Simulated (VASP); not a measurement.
Here is a VASP 6.6.1 calculation.

INCAR

```
SYSTEM = TiAl30
  PREC = Accurate
  ENCUT = 520
  EDIFF = 1E-7
  ISMEAR = -1
  SIGMA = 0.15
  LREAL = Auto
  LASPH = .True.
  NELM = 100
  ALGO = Normal
  ISIF = 2
  LWAVE = .False.
  LCHARG = .True.
  GGA = PE
  IVDW = 12
  LELF = .True.
  LVHAR = .True.
  NBANDS = 72
```

Contents of KPOINTS:

```
regular mesh
0
Gamma
  3 3 3
  0 0 0
```

File POSCAR:

```
TiAl30
1.0
    8.1000000000      0.0000000000      0.0000000000
    0.0000000000      8.1000000000      0.0000000000
    0.0000000000      0.0000000000      8.1000000000
Al Ti
30 1
Direct
    0.5007628395     -0.0091582716      0.0049734568
    0.7501482716      0.2505640741      0.0005882716
    0.7448309877     -0.0096653086      0.2493891358
   -0.0014685185      0.0021525926     -0.0011633333
    0.2508980247      0.2506200000     -0.0083992593
    0.5007933333      0.5102906173      0.0049970370
    0.7518679012      0.7505707407     -0.0019949383
    0.2449134568      0.0238717284      0.2452212346
    0.5079408642      0.2505734568      0.2423975309
    0.7448641975      0.5108075309      0.2494088889
    0.5054244444      0.0244271605      0.5057308642
    0.7592209877      0.2505404938      0.4991509877
    0.7516850617      0.0027119753      0.7519912346
   -0.0014211111      0.4990214815     -0.0011112346
    0.2547593827      0.7505801235      0.0135716049
   -0.0087065432      0.2506191358      0.2512071605
    0.2450127160      0.4773913580      0.2453202469
    0.0046660494     -0.0091561728      0.5010722222
    0.2420912346      0.2505725926      0.5082520988
    0.5054679012      0.4766361728      0.5057772840
    0.7372133333      0.7505614815      0.4960267901
    0.2490822222     -0.0096630864      0.7451359259
    0.4988414815      0.2505387654      0.7595300000
    0.7517014815      0.4984139506      0.7520091358
    0.0132614815      0.7505833333      0.2550675309
    0.0046908642      0.5102939506      0.5011028395
    0.0002795062      0.2505683951      0.7504556790
    0.2491007407      0.5108087654      0.7451748148
    0.4957187654      0.7505635802      0.7375201235
   -0.0023053086      0.7505708642      0.7521785185
    0.3758004938      0.7507051852      0.3761067901
```

Potentials or basis: VASP PAW PBE potentials, release 64 (Al, Ti_sv).

Command:

```console
$ cat potpaw_PBE.64/Al/POTCAR potpaw_PBE.64/Ti_sv/POTCAR > POTCAR
$ mpirun -np 1 vasp_std > vasp.out
```

Q: Predict the band gap on the k mesh.

A: Zero (bands 51 and 52 overlap by 0.21 eV).

Q: What does it give for the pressure?

A: -4.2 GPa.

Stress tensor (GPa, compression positive):
```
-4.92  0.00 -0.35
 0.00 -2.88  0.00
-0.35  0.00 -4.92
```
